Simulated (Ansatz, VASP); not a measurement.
**Two plane-wave programs on Al**

Contents of POSCAR:

```
Al
1.0
   -1.5655493837      1.5655493837      1.6438268529
    1.5655493837     -1.5655493837      1.6438268529
    1.5655493837      1.5655493837     -1.6438268529
Al
1
Direct
    0.0000000000      0.0000000000      0.0000000000
```

INCAR.step1

```
  PREC = Accurate
  ENCUT = 520
  ISMEAR = 0
  SIGMA = 0.15
  LREAL = False
  LASPH = True
  NELM = 60
  NBANDS = 8
  GGA = PE
  ALGO = Normal
  EDIFF = 1E-4
  LWAVE = True
  LCHARG = False
```

INCAR.step2

```
  PREC = Accurate
  ENCUT = 520
  EDIFF = 1E-6
  ISMEAR = 0
  SIGMA = 0.15
  LREAL = False
  LASPH = True
  NELM = 60
  ALGO = Normal
  ISIF = 2
  LWAVE = False
  LCHARG = True
  METAGGA = R2SCAN
  LMIXTAU = True
  LELF = True
  LVHAR = True
  NBANDS = 8
  ISTART = 1
```

The input KPOINTS:

```
Automatic mesh
0
Gamma
  24 24 24
```

Input for Ansatz:

```yaml
crystal:
  lattice:
    - [-1.5655493837, 1.5655493837, 1.6438268529]
    - [1.5655493837, -1.5655493837, 1.6438268529]
    - [1.5655493837, 1.5655493837, -1.6438268529]
  atoms:
    - { symbol: Al, position: [0.0, 0.0, 0.0] }
basis:
  ecutwfc: 500
kpoints:
  mp_grid: { grid: [24, 24, 24] }
hamiltonian:
  xc: r2scan
scf:
  occupations: { method: gaussian, width: 0.15 }
output:
  forces: true
  stress: true
  eigenvalues: true
```

Alike in both runs: task single point; functional r2SCAN; k mesh 24 × 24 × 24; occupations gaussian, width 0.15 eV; no spin polarisation.

```csv
,VASP,Ansatz
version,VASP 6.6.1,Ansatz 0.2.0
potentials or method,"VASP PAW PBE potentials, release 64 (Al), cutoff 520 eV","scalar-relativistic, plane waves, PAW"
valence electrons in the cell,3,3
```

```csv
,VASP,Ansatz,Ansatz less VASP
gap on the k mesh at the Fermi level (eV),none,none,-
pressure (GPa),0.1,0.4,+0.31
"traceless stress, the component that is largest in VASP (GPa)",1.54,1.54,-0.003
```

VASP's potentials were made for PBE, not for r2SCAN. A gap of «none» marks a metal or a gap that the smearing closes.
